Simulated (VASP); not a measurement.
A run of VASP 6.6.1 is set up as follows.

INCAR

```
  PREC = Accurate
  ENCUT = 700
  EDIFF = 1E-6
  ISMEAR = -1
  SIGMA = 0.05
  LREAL = F
  LASPH = T
  NELM = 120
  ALGO = Normal
  ISIF = 2
  LWAVE = F
  LCHARG = T
  GGA = PE
  IVDW = 13
  LELF = T
  LVHAR = T
  NBANDS = 36
  GGA_COMPAT = F
```

Contents of KPOINTS:

```
regular mesh
0
Gamma
  6 6 9
```

Contents of POSCAR:

```
TaN
1.0
    5.2216246734      0.0000000000      0.0000000000
   -2.6108123367      4.5220596162      0.0000000000
    0.0000000000      0.0000000000      2.9209813512
Ta N
3 3
Direct
    0.0000000000      0.0000000000      0.0000000000
    0.3333333333      0.6666666667      0.5000000000
    0.6666666667      0.3333333333      0.5000000000
    0.5000000000      0.0000000000      0.0000000000
    0.5000000000      0.5000000000      0.0000000000
    0.0000000000      0.5000000000      0.0000000000
```

Potentials or basis: VASP PAW PBE potentials, release 64 (Ta_sv_GW, N).

Launch:

```sh
$ cat potpaw_PBE.64/Ta_sv_GW/POTCAR potpaw_PBE.64/N/POTCAR > POTCAR
$ mpirun -np 1 vasp_std > vasp.out
```

Q: Predict the pressure.

A: 0.0 GPa.

Q: Predict the dispersion energy per atom.

A: -0.295 eV.

Q: Predict the band gap on the k mesh.

A: Zero (bands 27 and 28 overlap by 2.00 eV).

Stress tensor (GPa, compression positive):
```
-0.03  0.00  0.00
 0.00 -0.03  0.00
 0.00  0.00  0.12
```

Caveat: spin-orbit coupling is left out, which moves the levels of the heavy elements.
